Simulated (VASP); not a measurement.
The system is WC.

```
W C
1.0
     2.90050    0.00000    0.00000
    -1.45025    2.51191    0.00000
     0.00000    0.00000    2.82900
W C
1 1
Cartesian
  0.0000 0.0000 0.0000
  1.4503 0.8373 1.4145
```

Base run:

* Program: VASP 6.6.1
* Functional: PBE
* Potentials or basis: VASP PAW PBE potentials, release 64 (W_sv, C)
* Cutoff: 520 eV
* k mesh: 13 × 13 × 12
* Occupations: fermi-dirac, width 0.05 eV
* Spin: no spin polarisation

Its results: pressure 9.6 GPa.

Q: The run is repeated on the same cell with these changes: spin from no spin polarisation to non-collinear spin, zero start, spin-orbit coupling; further incar settings from ALGO = Normal; EDIFF = 1e-08; NBANDS = 16 to ALGO = Normal; EDIFF = 1e-06; NBANDS = 30. What comes out?

A: Pressure 10.3 GPa; net moment 0.00 μB per cell.
